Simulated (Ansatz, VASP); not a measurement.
One calculation of Zn, two programs

```
CELL_PARAMETERS angstrom
2.61436 0.00000 0.00000
-1.30718 2.26410 0.00000
0.00000 0.00000 4.87316
ATOMIC_POSITIONS crystal
Zn 0.33333 0.66667 0.25000
Zn 0.66667 0.33333 0.75000
```

Alike in both runs: task relaxation of cell and atoms; functional r2SCAN; k mesh 15 × 15 × 8; occupations gaussian, width 0.1 eV; no spin polarisation.

|  | VASP | Ansatz |
| --- | --- | --- |
| version | VASP 6.6.1 | Ansatz 0.2.0 |
| potentials or method | VASP PAW PBE potentials, release 64 (Zn), cutoff 600 eV | scalar-relativistic, plane waves, PAW |
| valence electrons in the cell | 24 | 24 |

Ansatz gave:

| Property | Result |
| --- | --- |
| gap on the k mesh at the Fermi level, each at its own relaxed structure (eV) | none |
| relaxed volume (Å³/atom) | 14.53 |
| relaxed cell length with the largest relative difference (Å) | 4.981 |

Q: Estimate VASP's values.

A: gap on the k mesh at the Fermi level, each at its own relaxed structure (eV): none; relaxed volume (Å³/atom): 14.59; relaxed cell length with the largest relative difference (Å): 4.992.

VASP's potentials were made for PBE, not for r2SCAN. A gap of «none» marks a metal or a gap that the smearing closes.
